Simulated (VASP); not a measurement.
AlNi, 2 atoms in the cell. The typed cell holds 2 atoms: a = 2.860 Å, b = 2.860 Å, c = 2.865 Å, α = 90.00°, β = 90.00°, γ = 89.99°. 

- Program: VASP 6.6.1
- Task: single point
- Functional: PBEsol
- Potentials or basis: VASP PAW PBE potentials, release 64 (Ni, Al)
- Cutoff: 520 eV
- k mesh: 10 × 10 × 9
- Occupations: fermi-dirac, width 0.05 eV
- Spin: collinear spin, ferromagnetic start
- Starting moments: [1.0, 0.0] μB
- Dipole correction: no
- Further INCAR settings: ALGO = Normal; EDIFF = 1e-07; NBANDS = 18

Potentials or basis: VASP PAW PBE potentials, release 64 (Ni, Al).

Launch:

```sh
$ cat potpaw_PBE.64/Ni/POTCAR potpaw_PBE.64/Al/POTCAR > POTCAR
$ mpirun -np 1 vasp_std > vasp.out
```

Hardware: 1 thread of Intel(R) Xeon(R) Platinum 8488C (Sapphire Rapids), with other jobs on the host.

Question: Estimate the wall time of this run.

Answer: Wall time 60 s on 1 thread of Intel(R) Xeon(R) Platinum 8488C (Sapphire Rapids), on a shared host, peak memory 0.22 GiB. Counts: scf iterations 15, k points 155.
